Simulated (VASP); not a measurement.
Write the native input for VASP 6.6.1 that does the following.

| Item | Value |
| --- | --- |
| Task | relaxation of cell and atoms |
| Functional | PBE |
| Potentials or basis | VASP PAW PBE potentials, release 64 (Sb, S) |
| Cutoff | 600 eV |
| k mesh | 6 × 6 × 8 |
| Occupations | gaussian, width 0.1 eV |
| Spin | no spin polarisation |
| Dipole correction | no |
| Further INCAR settings | ALGO = Normal; EDIFF = 1e-07; IBRION = 2; EDIFFG = -0.01; NSW = 100; ISIF = 3 |

The structure of Sb3S lies in POSCAR:

```
Sb3S
1.0
    6.5338711749      0.0000000000      0.0000000000
   -3.2669355875      5.6584984225      0.0000000000
    0.0000000000      0.0000000000      5.3004352563
Sb S
6 2
Direct
    0.8356412936      0.6712825872      0.2500000000
    0.1643587064      0.8356412936      0.7500000000
    0.3287174128      0.1643587064      0.2500000000
    0.1643587064      0.3287174128      0.7500000000
    0.8356412936      0.1643587064      0.2500000000
    0.6712825872      0.8356412936      0.7500000000
    0.3333333333      0.6666666667      0.2500000000
    0.6666666667      0.3333333333      0.7500000000
```

One way to write it, as run:

INCAR

```
PREC     = Accurate       # precision mode
ENCUT    = 600            # plane-wave cutoff, eV
EDIFF    = 1E-7           # SCF threshold, eV
ISMEAR   = 0              # smearing method
SIGMA    = 0.1            # smearing width, eV
LREAL    = False          # projectors in reciprocal space
LASPH    = True           # aspherical terms in the spheres
NELM     = 100            # most SCF steps
ALGO     = Normal         # electronic algorithm
ISIF     = 3              # what is computed and relaxed
LWAVE    = False          # write WAVECAR
LCHARG   = False          # write CHGCAR
GGA      = PE             # functional
IBRION   = 2              # ionic algorithm
NSW      = 100            # ionic steps
EDIFFG   = -0.01          # ionic threshold
```

KPOINTS

```
regular mesh
0
Gamma
  6 6 8
```

Potentials or basis: VASP PAW PBE potentials, release 64 (Sb, S).

Run with:

```bash
$ cat potpaw_PBE.64/Sb/POTCAR potpaw_PBE.64/S/POTCAR > POTCAR
$ mpirun -np 1 vasp_std > vasp.out
```

It gave:

```yaml
Relaxed_volume: 25.05 Å³/atom
Relaxed_cell: a = 6.561 Å, b = 6.561 Å, c = 5.374 Å, α = 90.00°, β = 90.00°, γ = 120.00°
Space_group_after_relaxing_to_0.05_Å: P6_3/mmc (No. 194)
Energy_gained_by_relaxing: 3.8 meV/atom
Ionic_steps: 14
Pressure_after_relaxing: 0.0 GPa
Largest_force_after_relaxing: 0.007 eV/Å
Band_gap_on_the_k_mesh: zero (band 21 reaches 8.26 eV, above the bottom of band 22 at 6.69 eV)
```

Caveat: spin-orbit coupling is left out, which moves the levels of the heavy elements.

Wall time 15 min on 1 thread of Intel(R) Xeon(R) 6975P-C (Granite Rapids) (shared host), peak memory 0.49 GiB.
